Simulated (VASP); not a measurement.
# TiNi: relaxation of cell and atoms with r2SCAN

Crystal: TiNi.

```
Ti Ni
1.0
     2.97868    0.00000    0.00000
     0.00000    2.97868    0.00000
     0.00000    0.00000    2.97868
Ti Ni
1 1
Direct
  0.50000 0.50000 0.50000
  0.00000 0.00000 0.00000
```

```json
{"Program": "VASP 6.6.1", "Task": "relaxation of cell and atoms", "Functional": "r2SCAN", "Potentials or basis": "VASP PAW PBE potentials, release 64 (Ti_sv, Ni)", "Cutoff": "600 eV", "k mesh": "14 × 14 × 14", "Occupations": "gaussian, width 0.1 eV", "Spin": "no spin polarisation", "Target pressure": "1 GPa", "Dipole correction": "no", "Further INCAR settings": "ALGO = Normal; EDIFF = 1e-06; IBRION = 2; EDIFFG = -0.008; NSW = 70; ISIF = 3"}
```

| Quantity | Value |
| --- | --- |
| Relaxed volume | 13.31 Å³/atom |
| Relaxed cell | a = 2.986 Å, b = 2.986 Å, c = 2.986 Å, α = 90.00°, β = 90.00°, γ = 90.00° |
| Space group after relaxing (to 0.05 Å) | Pm-3m (No. 221) |
| Energy change on relaxing (the enthalpy is what falls) | -0.9 meV/atom |
| Ionic steps | 3 |
| Pressure after relaxing | 1.0 GPa |
| Band gap on the k mesh | zero (band 11 reaches 10.16 eV, above the bottom of band 12 at 8.32 eV) |

Step by step:
| step | energy change (eV) | largest force (eV/Å) | pressure (GPa) | volume (Å³) |
| --- | --- | --- | --- | --- |
| 1 | 0.0000 | 0.0000 | 2.15 | 26.43 |
| 2 | -0.0023 | 0.0000 | -0.14 | 26.79 |
| 3 | -0.0019 | 0.0000 | 1.00 | 26.62 |

Final structure:
```
Ti Ni
1.0
     2.98570    0.00000    0.00000
     0.00000    2.98570    0.00000
     0.00000    0.00000    2.98570
Ti Ni
1 1
Direct
  0.50000 0.50000 0.50000
  0.00000 0.00000 0.00000
```

Levels at points of the mesh, in eV from the Fermi level:
```csv
k point,band 9,band 10,band 11,band 12,band 13,band 14
"(0.00, 0.00, 0.00)",-2.08,-2.08,0.54,0.54,2.72,2.72
"(0.50, 0.00, 0.00)",-2.21,-1.77,-0.68,-0.64,0.69,0.69
"(0.50, 0.50, 0.00)",-1.33,-0.75,0.34,0.34,1.02,2.39
"(0.50, 0.50, 0.50)",-2.31,-2.31,-1.30,-1.30,3.35,3.35
```

Wall time 2.5 min on 1 thread of Intel(R) Xeon(R) 6975P-C (Granite Rapids), on a shared host, peak memory 0.2 GiB.

Caveat: the cell is relaxed towards a set pressure, so the enthalpy falls and the energy may rise; the PAW data sets were made with another functional, which shifts forces and pressure a little. Zero-point motion and thermal expansion aren't in these numbers.
